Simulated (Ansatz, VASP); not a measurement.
## GaN: VASP beside Ansatz

The input INCAR:

```
ALGO = Normal
EDIFF = 1E-6
ENCUT = 520
GGA = PE
ISIF = 2
ISMEAR = 0
LASPH = True
LCHARG = False
LREAL = False
LWAVE = False
NBANDS = 26
NELM = 100
PREC = Accurate
SIGMA = 0.01
```

File KPOINTS:

```
k-points
0
Gamma
  9 9 4
```

File POSCAR:

```
GaN
1.0
    3.0348723370      0.0000000000      0.0000000000
   -1.5174361685      2.6282765411      0.0000000000
    0.0000000000      0.0000000000      5.1459318774
Ga N
2 2
Direct
    0.0000000000      0.0000000000      0.0000000000
    0.0000000000      0.0000000000      0.5000000000
    0.3333333333      0.6666666667      0.2500000000
    0.6666666667      0.3333333333      0.7500000000
```

Input for Ansatz:

```yaml
crystal:
  lattice:
    - [3.034872337, 0.0, 0.0]
    - [-1.5174361685, 2.6282765411, 0.0]
    - [0.0, 0.0, 5.1459318774]
  atoms:
    - { symbol: Ga, position: [0.0, 0.0, 0.0] }
    - { symbol: Ga, position: [0.0, 0.0, 0.5] }
    - { symbol: "N", position: [0.3333333333, 0.6666666667, 0.25] }
    - { symbol: "N", position: [0.6666666667, 0.3333333333, 0.75] }
kpoints:
  mp_grid: { grid: [9, 9, 4] }
hamiltonian:
  xc: pbe
scf:
  occupations: { method: fixed }
  n_extra_bands: 5
output:
  forces: true
  stress: true
  eigenvalues: true
```

Alike in both runs: task single point; functional PBE; k mesh 9 × 9 × 4; no spin polarisation.

|  | VASP | Ansatz |
| --- | --- | --- |
| version | VASP 6.6.1 | Ansatz 0.2.0 |
| potentials or method | VASP PAW PBE potentials, release 64 (Ga_d, N) | plane waves, PAW |
| plane-wave cutoff (eV) | 520 | 420 |
| occupations | gaussian, width 0.01 eV | fixed |
| valence electrons in the cell | 36 | 36 |

Ansatz gave:

- gap on the k mesh at the Fermi level (eV): 0.93
- pressure (GPa): -5.5
- traceless stress, the component that is largest in VASP (GPa): -0.68

**Question.** What did VASP give for the same quantities?

**Answer.** gap on the k mesh at the Fermi level (eV): 0.93; pressure (GPa): -4.8; traceless stress, the component that is largest in VASP (GPa): -0.65.
